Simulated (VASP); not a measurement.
# HfN (rocksalt type) (Fm-3m) in VASP: notebook, part 2 of 2

VASP 6.6.1.

### Step 3. Single point, PBE (volume scaled by 0.88)

File INCAR:

```
  ALGO = Normal
  EDIFF = 1E-6
  ENCUT = 520
  GGA = PE
  ISIF = 2
  ISMEAR = -1
  LASPH = True
  LCHARG = True
  LELF = True
  LREAL = False
  LVHAR = True
  LWAVE = False
  NBANDS = 14
  NELM = 60
  PREC = Accurate
  SIGMA = 0.1
```

File KPOINTS:

```
k-points
0
Gamma
  15 15 15
```

File POSCAR:

```
HfN
1.0
    0.0000000000      2.1792242741      2.1792242741
    2.1792242741      0.0000000000      2.1792242741
    2.1792242741      2.1792242741      0.0000000000
Hf N
1 1
Direct
    0.0000000000      0.0000000000      0.0000000000
    0.5000000000      0.5000000000      0.5000000000
```

Potentials or basis: VASP PAW PBE potentials, release 64 (Hf_pv, N).

Command:

```bash
> cat potpaw_PBE.64/Hf_pv/POTCAR potpaw_PBE.64/N/POTCAR > POTCAR
> mpirun -np 1 vasp_std > vasp.out
```

OUTCAR:

```text
EDIFF = 1E-6
   ENCUT = 520
   GGA = PE
   ISIF = 2
   ISMEAR = -1
   LASPH = True
   LREAL = False
   NELM = 60
   PREC = Accurate

 ion  position               nearest neighbor table
   1  0.000  0.000  0.000-   2 2.18   2 2.18   2 2.18   2 2.18   2 2.18   2 2.18
   2  0.500  0.500  0.500-   1 2.18   1 2.18   1 2.18   1 2.18   1 2.18   1 2.18

  LATTYP: Found a face centered cubic cell.
 ALAT       =     4.3584485482

  Lattice vectors:

 A1 = (   0.0000000000,   2.1792242741,   2.1792242741)
 A2 = (   2.1792242741,   0.0000000000,   2.1792242741)
 A3 = (   2.1792242741,   2.1792242741,   0.0000000000)

Analysis of symmetry for initial positions (statically):
=====================================================================
 Subroutine PRICEL returns:
 Original cell was already a primitive cell.

 Routine SETGRP: Setting up the symmetry group for a
 face centered cubic supercell.

 Subroutine GETGRP returns: Found 48 space group operations
 (whereof 48 operations were pure point group operations)
 out of a pool of 48 trial point group operations.

The static configuration has the point symmetry O_h .

Analysis of symmetry for dynamics (positions and initial velocities):
[... 165 lines left out ...]
 k-point     1 :       0.0000    0.0000    0.0000
  band No.  band energies     occupation
      1     -21.3409      2.00000
      2     -21.3409      2.00000
      3     -21.3409      2.00000
      4      -8.7729      2.00000
      5       6.2271      2.00000
      6       6.2271      2.00000
      7       6.2271      2.00000
      8       8.9583      1.97145
      9       8.9583      1.97145
     10       8.9583      1.97145
     11      11.6147      0.00000
     12      11.6147      0.00000
     13      12.2743      0.00000
     14      19.2065      0.00000
[... 377 lines left out ...]
      1     -21.7640      2.00000
      2     -21.4526      2.00000
      3     -21.4382      2.00000
      4      -7.8105      2.00000
      5       3.0431      2.00000
      6       5.1978      2.00000
      7       5.3347      2.00000
      8       7.8931      2.00000
      9      11.1804      0.00000
     10      11.2060      0.00000
     11      12.5256      0.00000
     12      13.0313      0.00000
     13      16.4620      0.00000
     14      22.1008      0.00000

 [... further k-points ...]
[... 5 lines left out ...]
  --------------------------------------------------------------------------------------
  -------------------------------------------------------------------------------------
  Total        5.3697587      5.3697587      5.3697587     -0.0000000      0.0000000      0.0000000
  in kB      415.6517101    415.6517101    415.6517101     -0.0000000      0.0000000      0.0000000
  external PRESSURE =     415.6517101 kB  Pullay stress =       0.0000000 kB

 VOLUME and BASIS-vectors are now :
 -----------------------------------------------------------------------------
  energy-cutoff  :      520.00
  volume of cell :       20.70
      direct lattice vectors                 reciprocal lattice vectors
     0.000000000  2.179224274  2.179224274    -0.229439441  0.229439441  0.229439441
     2.179224274  0.000000000  2.179224274     0.229439441 -0.229439441  0.229439441
     2.179224274  2.179224274  0.000000000     0.229439441  0.229439441 -0.229439441

 POSITION                                       TOTAL-FORCE (eV/Angst)
 -----------------------------------------------------------------------------------
      0.00000      0.00000      0.00000         0.000000      0.000000     -0.000000
      2.17922      2.17922      2.17922        -0.000000     -0.000000      0.000000
 -----------------------------------------------------------------------------------
    total drift:                                0.000000     -0.000000     -0.000000

  FREE ENERGIE OF THE ION-ELECTRON SYSTEM (eV)
  ---------------------------------------------------
  free  energy   TOTEN  =       -21.4604963041 eV

  energy  without entropy=      -21.4428126512  energy(sigma->0) =      -21.45165448
```

OSZICAR:

```text
N       E                     dE             d eps       ncg     rms          rms(c)
DAV:   1     0.400974795275E+02    0.40097E+02   -0.78542E+03  3360   0.102E+03
DAV:   2    -0.225802003068E+02   -0.62678E+02   -0.58832E+02  4314   0.244E+02
DAV:   3    -0.244737905470E+02   -0.18936E+01   -0.18850E+01  3972   0.347E+01
DAV:   4    -0.244796096145E+02   -0.58191E-02   -0.58178E-02  4026   0.222E+00
DAV:   5    -0.244796383333E+02   -0.28719E-04   -0.28719E-04  3960   0.135E-01    0.610E+01
DAV:   6    -0.215168806227E+02    0.29628E+01   -0.77469E+00  3892   0.229E+01    0.497E+01
DAV:   7    -0.214787020817E+02    0.38179E-01   -0.44810E-01  4266   0.590E+00    0.285E+01
DAV:   8    -0.214635369410E+02    0.15165E-01   -0.50812E-02  4260   0.200E+00    0.490E+00
DAV:   9    -0.214606975250E+02    0.28394E-02   -0.10119E-02  3750   0.775E-01    0.191E+00
DAV:  10    -0.214605219154E+02    0.17561E-03   -0.11076E-03  4490   0.320E-01    0.364E-01
DAV:  11    -0.214604981914E+02    0.23724E-04   -0.75144E-05  3750   0.885E-02    0.799E-02
DAV:  12    -0.214604967596E+02    0.14318E-05   -0.57184E-06  4412   0.202E-02    0.292E-02
DAV:  13    -0.214604963041E+02    0.45555E-06   -0.25898E-07  2190   0.496E-03
   1 F= -.21460496E+02 E0= -.21451654E+02  d E =-.176837E-01
```

stdout:

```text
POSCAR found type information on POSCAR HfN
 POSCAR found :  2 types and       2 ions
 scaLAPACK will be used
 LDA part: xc-table for (Slater+PW92), standard interpolation
 POSCAR, INCAR and KPOINTS ok, starting setup
 FFT: planning ... GRIDC
 FFT: planning ... GRID_SOFT
 FFT: planning ... GRID
 WAVECAR not read
 entering main loop
```

Run time: 19 s. Hardware: 1 thread of AMD EPYC 9R45 (Zen 5), shared host; peak memory 0.14 GiB.

Results:

* Free energy: -21.4605 eV
* Pressure: 41.6 GPa

Caveat: the cell differs from its parent crystal (volume scaled by 0.88); spin-orbit coupling is left out, which moves the levels of the heavy elements.

### Step 4. Single point, PBE (volume scaled by 0.94)

File INCAR:

```
ALGO = Normal
EDIFF = 1E-6
ENCUT = 520
GGA = PE
ISIF = 2
ISMEAR = -1
LASPH = T
LCHARG = F
LREAL = F
LWAVE = F
NBANDS = 14
NELM = 80
PREC = Accurate
SIGMA = 0.1
```

KPOINTS is that of step 3.

File POSCAR:

```
HfN
1.0
    0.0000000000      2.2276672577      2.2276672577
    2.2276672577      0.0000000000      2.2276672577
    2.2276672577      2.2276672577      0.0000000000
Hf N
1 1
Direct
    0.0000000000      0.0000000000      0.0000000000
    0.5000000000      0.5000000000      0.5000000000
```

Command:

```bash
> cat potpaw_PBE.64/Hf_pv/POTCAR potpaw_PBE.64/N/POTCAR > POTCAR
> mpirun -np 1 vasp_std > vasp.out
```

Wall time 21 s (1 thread of AMD EPYC 9R45 (Zen 5), shared host); peak memory 0.14 GiB.

Results (log left out):

| Item | Value |
| --- | --- |
| Free energy | -21.7093 eV |
| Pressure | 16.1 GPa |

Levels at points of the mesh, in eV from the Fermi level:
```tsv
k point	band 6	band 7	band 8	band 9	band 10	band 11
(0.00, 0.00, 0.00)	-3.08	-3.08	-0.38	-0.38	-0.38	2.07
```

Caveat: the cell differs from its parent crystal (volume scaled by 0.94); spin-orbit coupling is left out, which moves the levels of the heavy elements.

### Step 5. Single point, PBE

This run uses another cell than the first one, of 11.76 Å³/atom, 1.136 times its volume.

File INCAR:

```
PREC = Accurate
ENCUT = 520
EDIFF = 1E-6
ISMEAR = -1
SIGMA = 0.1
LREAL = False
LASPH = True
NELM = 100
ALGO = Normal
ISIF = 2
LWAVE = False
LCHARG = False
GGA = PE
NBANDS = 14
```

File KPOINTS:

```
regular mesh
0
Gamma
  15 15 15
```

File POSCAR:

```
HfN
1.0
    0.0000000000      2.2740902897      2.2740902897
    2.2740902897      0.0000000000      2.2740902897
    2.2740902897      2.2740902897      0.0000000000
Hf N
1 1
Direct
    0.0000000000      0.0000000000      0.0000000000
    0.5000000000      0.5000000000      0.5000000000
```

Command:

```bash
> cat potpaw_PBE.64/Hf_pv/POTCAR potpaw_PBE.64/N/POTCAR > POTCAR
> mpirun -np 1 vasp_std > vasp.out
```

Run time: 19 s. Hardware: 1 thread of AMD EPYC 9R45 (Zen 5), shared host; peak memory 0.14 GiB.

Results (log left out):

```
Free energy : -21.7663 eV
Pressure    : -2.3 GPa
```

Levels at points of the mesh, in eV from the Fermi level:
| k point | band 5 | band 6 | band 7 | band 8 | band 9 | band 10 | band 11 | band 12 |
| --- | --- | --- | --- | --- | --- | --- | --- | --- |
| (0.00, 0.00, 0.00) | -3.01 | -3.01 | -3.01 | -0.34 | -0.34 | -0.34 | 1.61 | 1.92 |

Caveat: spin-orbit coupling is left out, which moves the levels of the heavy elements.

### Step 6. Overview

```csv
cell,gap on the mesh (eV),pressure (GPa)
"a = 3.082 Å, angles 60.0°, 2 atoms",none,41.6
"a = 3.150 Å, angles 60.0°, 2 atoms",none,16.1
"a = 3.216 Å, angles 60.0°, 2 atoms",none,-2.3
```

Alike in all rows: task single point; level PBE; potentials or basis VASP PAW PBE potentials, release 64 (Hf_pv, N); no spin polarisation; k mesh 15 × 15 × 15; cutoff (eV) 520; smearing fermi-dirac 0.1 eV.

Caveats: spin-orbit coupling is left out, which moves the levels of the heavy elements.

Absolute energies hang on the potentials; compare differences alone.
